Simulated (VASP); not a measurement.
Here is a VASP 6.6.1 calculation.

Contents of INCAR:

```
  ALGO = Normal
  EDIFF = 1E-6
  ENCUT = 520
  GGA = PE
  ISIF = 2
  ISMEAR = 0
  LASPH = True
  LCHARG = False
  LREAL = False
  LWAVE = False
  NBANDS = 35
  NELM = 80
  PREC = Accurate
  SIGMA = 0.05
```

The input KPOINTS:

```
k-points
0
Gamma
  10 10 10
```

The input POSCAR:

```
SnO2
1.0
   -2.0262505044      2.0262505044      5.1806864801
    2.0262505044     -2.0262505044      5.1806864801
    2.0262505044      2.0262505044     -5.1806864801
Sn O
2 4
Direct
    0.7500000000      0.2500000000      0.5000000000
    0.0000000000      0.0000000000      0.0000000000
    0.7975980438      0.7975980438      0.0000000000
    0.9524019562      0.4524019562      0.5000000000
    0.2024019562      0.2024019562      0.0000000000
    0.5475980438      0.0475980438      0.5000000000
```

Potentials or basis: VASP PAW PBE potentials, release 64 (Sn_d, O).

Run with:

```console
$ cat potpaw_PBE.64/Sn_d/POTCAR potpaw_PBE.64/O/POTCAR > POTCAR
$ mpirun -np 1 vasp_std > vasp.out
```

Q: Predict the band gap on the k mesh.

A: 1.31 eV (least direct gap 1.65 eV).

Q: Estimate the largest force.

A: 0.028 eV/Å.

Q: Estimate the pressure.

A: 0.6 GPa.

Forces on the atoms (eV/Å):
```
Sn   0.000  0.000  0.000
Sn   0.000  0.000  0.000
O    0.000  0.000 -0.028
O    0.000  0.000  0.028
O    0.000  0.000  0.028
O    0.000  0.000 -0.028
```

Caveat: spin-orbit coupling is left out, which moves the levels of the heavy elements. A k mesh can miss the band edges.
